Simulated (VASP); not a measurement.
Input of a VASP 6.6.1 run:

The input INCAR:

```
  PREC = Accurate
  ENCUT = 520
  EDIFF = 1E-6
  ISMEAR = 0
  SIGMA = 0.05
  LREAL = F
  LASPH = T
  NELM = 100
  ALGO = Normal
  ISIF = 2
  LWAVE = F
  LCHARG = F
  NBANDS = 21
```

Contents of KPOINTS:

```
regular mesh
0
Gamma
  8 8 6
```

The input POSCAR:

```
AlGaN2
1.0
    3.1879902044      0.0000000000      0.0000000000
    0.0000000000      3.1879902044      0.0000000000
    0.0000000000      0.0000000000      4.4238379400
Al Ga N
1 1 2
Direct
    0.5000000000      0.5000000000      0.5000000000
    0.0000000000      0.0000000000      0.0000000000
    0.5000000000      0.0000000000      0.7382648100
    0.0000000000      0.5000000000      0.2617351900
```

Potentials or basis: VASP PAW LDA potentials, release 64 (Al, Ga_d, N).

Run with:

```console
$ cat potpaw_LDA.64/Al/POTCAR potpaw_LDA.64/Ga_d/POTCAR potpaw_LDA.64/N/POTCAR > POTCAR
$ mpirun -np 1 vasp_std > vasp.out
```

**Question.** What does it give for the pressure?

**Answer.** -9.5 GPa.

**Question.** Estimate the largest force.

**Answer.** 0.136 eV/Å.

**Question.** What does it give for the band gap on the k mesh?

**Answer.** 2.67 eV, direct.

Forces in eV/Å, atoms in the order of the input:
```
Al   0.000  0.000  0.000
Ga   0.000  0.000  0.000
N    0.000  0.000  0.136
N    0.000  0.000 -0.136
```

Caveat: the cell differs from its parent crystal (strain +0.0150 x Voigt [1, 1, 0, 0, 0, 0]).
